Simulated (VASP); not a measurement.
P: single point with r2SCAN

The system is P.

```
CELL_PARAMETERS angstrom
1.67299 -5.43349 0.00000
1.67299 5.43349 0.00000
0.00000 0.00000 4.42074
ATOMIC_POSITIONS crystal
P 0.09736 0.90264 0.08475
P 0.59736 0.40264 0.41525
P 0.90264 0.09736 0.91525
P 0.40264 0.59736 0.58475
```

```json
{"Program": "VASP 6.6.1", "Task": "single point", "Functional": "r2SCAN", "Potentials or basis": "VASP PAW PBE potentials, release 64 (P)", "Cutoff": "520 eV", "k mesh": "4 × 4 × 4", "Occupations": "gaussian, width 0.1 eV", "Spin": "no spin polarisation"}
```

```
Pressure               : -0.5 GPa
Largest force          : 0.087 eV/Å
Band gap on the k mesh : 0.10 eV
```

Forces in eV/Å, atoms in the order of the input:
```
P    0.000  0.066  0.057
P    0.000  0.066 -0.057
P    0.000 -0.066 -0.057
P    0.000 -0.066  0.057
```

Stress tensor (GPa, compression positive):
```
-0.66  0.00  0.00
 0.00 -0.39  0.00
 0.00  0.00 -0.52
```

Levels at points of the mesh, in eV from the valence-band top:
| k point | band 6 | band 7 | band 8 | band 9 | band 10 | band 11 | band 12 | band 13 | band 14 | band 15 |
| --- | --- | --- | --- | --- | --- | --- | --- | --- | --- | --- |
| (0.00, 0.00, 0.00) | -4.98 | -4.57 | -2.95 | -2.91 | -1.29 | 0.83 | 1.06 | 1.92 | 2.97 | 5.60 |
| (0.50, 0.00, 0.00) | -5.74 | -3.57 | -3.57 | -2.79 | -2.79 | 0.96 | 0.96 | 1.53 | 1.53 | 3.46 |
| (0.50, 0.50, 0.00) | -5.58 | -4.68 | -2.75 | -1.77 | 0.00 | 0.10 | 0.76 | 2.18 | 2.84 | 5.71 |
| (0.00, 0.00, 0.50) | -4.71 | -3.67 | -3.67 | -1.61 | -1.61 | 1.47 | 1.47 | 2.76 | 2.76 | 5.00 |
| (0.50, 0.00, 0.50) | -5.96 | -5.69 | -5.69 | -2.06 | -2.06 | 1.84 | 1.84 | 4.02 | 4.02 | 5.67 |
| (0.50, 0.50, 0.50) | -3.70 | -2.96 | -2.96 | -1.89 | -1.89 | 1.44 | 1.44 | 2.79 | 2.79 | 3.05 |

It took 3 min on 1 thread of Oxide Virtual Turin-like Processor (shared host), peak memory 0.2 GiB.

Caveat: the k points lie up to 0.49 Å⁻¹ apart; the PAW data sets were made with another functional, which shifts forces and pressure a little. A k mesh can miss the band edges.
